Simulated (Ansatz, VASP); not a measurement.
**SrTiO3 in VASP and in Ansatz**

```
Sr Ti O
1.0
     3.90685    0.00000    0.00000
     0.00000    3.90685    0.00000
     0.00000    0.00000    3.98499
Sr Ti O
1 1 3
Direct
  0.00000 0.00000 0.00000
  0.50000 0.50000 0.50000
  0.50000 0.50000 0.00000
  0.50000 0.00000 0.50000
  0.00000 0.50000 0.50000
```

Change from the starting cell: uniaxial_z strain +2.0%.

Alike in both runs: task single point; functional HSE06; k mesh 4 × 4 × 4; no spin polarisation.

|  | VASP | Ansatz |
| --- | --- | --- |
| version | VASP 6.6.1 | Ansatz 0.2.0 |
| potentials or method | VASP PAW PBE potentials, release 64 (Sr_sv, Ti_sv, O) | plane waves, PAW |
| plane-wave cutoff (eV) | 520 | 420 |
| occupations | gaussian, width 0.01 eV | fixed |
| valence electrons in the cell | 40 | 40 |

Ansatz gave:

```
gap on the k mesh at the Fermi level (eV)                     : 3.24
pressure (GPa)                                                : -5.2
traceless stress, the component that is largest in VASP (GPa) : -2.72
```

Task: Estimate VASP's values.

Result: gap on the k mesh at the Fermi level (eV): 3.20; pressure (GPa): -4.6; traceless stress, the component that is largest in VASP (GPa): -2.76.

Ansatz's warnings: stress exchange threshold loose, stress scf threshold loose.
